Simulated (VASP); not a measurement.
Set up this calculation in VASP 6.6.1, as the native input.

```yaml
Task: single point
Functional: LDA
Potentials_or_basis: VASP PAW LDA potentials, release 64 (Ru_pv)
Cutoff: 520 eV
k_mesh: 11 × 11 × 6
Occupations: fermi-dirac, width 0.05 eV
Spin: no spin polarisation
Dipole_correction: no
Further_INCAR_settings: ALGO = Normal; EDIFF = 1e-06; NBANDS = 21
```

The structure of Ru lies in POSCAR:

```
Ru
1.0
    2.6505640930      0.0000000000      0.0000000000
   -1.3252820465      2.2954558389      0.0000000000
    0.0000000000      0.0000000000      4.1944897589
Ru
2
Direct
    0.6666666667      0.3333333333      0.7500000000
    0.3333333333      0.6666666667      0.2500000000
```

These files were run (other wordings do the same):

INCAR

```
SYSTEM = Ru
PREC = Accurate
ENCUT = 520
EDIFF = 1E-6
ISMEAR = -1
SIGMA = 0.05
LREAL = .FALSE.
LASPH = .TRUE.
NELM = 80
ALGO = Normal
ISIF = 2
LWAVE = .FALSE.
LCHARG = .TRUE.
LELF = .TRUE.
LVHAR = .TRUE.
NBANDS = 21
```

KPOINTS

```
regular mesh
0
G
  11 11 6
  0 0 0
```

Potentials or basis: VASP PAW LDA potentials, release 64 (Ru_pv).

Launch:

```bash
$ cat potpaw_LDA.64/Ru_pv/POTCAR > POTCAR
$ mpirun -np 1 vasp_std > vasp.out
```

Results of the run:

```json
{
  "Pressure": "11.0 GPa",
  "Band gap on the k mesh": "zero (bands 14 and 15 overlap by 3.40 eV)"
}
```

Caveat: the cell stands under pressure.

Run time: 35 s on 1 thread of Intel Xeon 8259CL (shared host), peak memory 0.14 GiB.
